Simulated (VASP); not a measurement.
Runs of VASP 6.6.1 on HfC. The structure is that of space group Fm-3m (No. 225), or close to it. The cells are those of the table. 

```csv
task,cell,cutoff (eV),gap on the mesh (eV),pressure (GPa)
single point,"a = 3.266 Å, angles 60.0°, 2 atoms",600,none,(a)
single point,"a = 3.299 Å, angles 60.0°, 2 atoms",600,none,-9.3
electric field gradients,"a = 3.277 Å, angles 60.0°, 2 atoms",520,none,(b)
single point,"a = 3.221 Å, angles 60.0°, 2 atoms",600,none,8.8
single point,"a = 3.353 Å, angles 60.0°, 2 atoms",600,none,-18.7
electric field gradients,"a = 3.310 Å, angles 60.0°, 2 atoms",520,none,-11.3
single point,"a = 3.310 Å, angles 60.0°, 2 atoms",600,none,-11.4
single point,"a = 3.239, b = 3.239, c = 3.189 Å, angles 60.5, 60.5, 59.0°, 2 atoms",520,none,9.1
electric field gradients,"a = 3.244 Å, angles 60.0°, 2 atoms",520,none,3.0
electric field gradients,"a = 3.221 Å, angles 60.0°, 2 atoms",520,none,(c)
single point,"a = 3.321, b = 3.321, c = 3.354 Å, angles 59.7, 59.7, 60.7°, 2 atoms",520,none,-15.1
```

Alike in all rows: level PBEsol; potentials or basis VASP PAW PBE potentials, release 64 (Hf_pv, C); no spin polarisation; k mesh 15 × 15 × 15; smearing fermi-dirac 0.05 eV.

Q: Estimate the missing entries.

A: (a) -2.3; (b) -4.7; (c) 8.9.

Caveats: the PAW data sets were made with another functional, which shifts forces and pressure a little; spin-orbit coupling is left out, which moves the levels of the heavy elements; the cell stands under tension (at least some runs); the cell stands under pressure (at least some runs).

A k mesh can miss the band edges, and the runs leave out spin-orbit coupling on Hf.

A gap of «none» marks levels without a gap at the run's occupations.
